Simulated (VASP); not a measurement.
Wanted: the native input for a VASP 6.6.1 run.

- Task: single point
- Functional: PBEsol
- Potentials or basis: VASP PAW PBE potentials, release 64 (Ti_sv)
- Cutoff: 520 eV
- k mesh: 22 × 22 × 22
- Occupations: gaussian, width 0.15 eV
- Spin: no spin polarisation
- Dipole correction: no
- Further INCAR settings: ALGO = Fast; EDIFF = 1e-06; NBANDS = 12

The structure of Ti lies in POSCAR:

```
Ti
1.0
   -1.4522204078      1.4522204078      2.2738867146
    1.4522204078     -1.4522204078      2.2738867146
    1.4522204078      1.4522204078     -2.2738867146
Ti
1
Direct
    0.0000000000      0.0000000000      0.0000000000
```

This cell differs from its parent crystal: volume 19.182 Å^3 an atom, c/a of the conventional cell 1.5658.

The input as run:

INCAR

```
SYSTEM = Ti
ALGO = Fast ; EDIFF = 1E-6
ENCUT = 520 ; GGA = PS
ISIF = 2 ; ISMEAR = 0
LASPH = .True. ; LCHARG = .False.
LREAL = .False. ; LWAVE = .False.
NBANDS = 12 ; NELM = 100
PREC = Accurate ; SIGMA = 0.15
```

KPOINTS

```
k-points
0
Gamma
  22 22 22
  0 0 0
```

Potentials or basis: VASP PAW PBE potentials, release 64 (Ti_sv).

Run with:

```bash
$ cat potpaw_PBE.64/Ti_sv/POTCAR > POTCAR
$ mpirun -np 1 vasp_std > vasp.out
```

Results of the run:

| Item | Value |
| --- | --- |
| Pressure | -12.7 GPa |
| Band gap on the k mesh | zero (band 6 reaches 7.68 eV, above the bottom of band 7 at 6.54 eV) |

Caveat: the PAW data sets were made with another functional, which shifts forces and pressure a little.

It took 91 s on 1 thread of Intel(R) Xeon(R) 6975P-C (Granite Rapids), with other jobs on the host, peak memory 0.29 GiB.
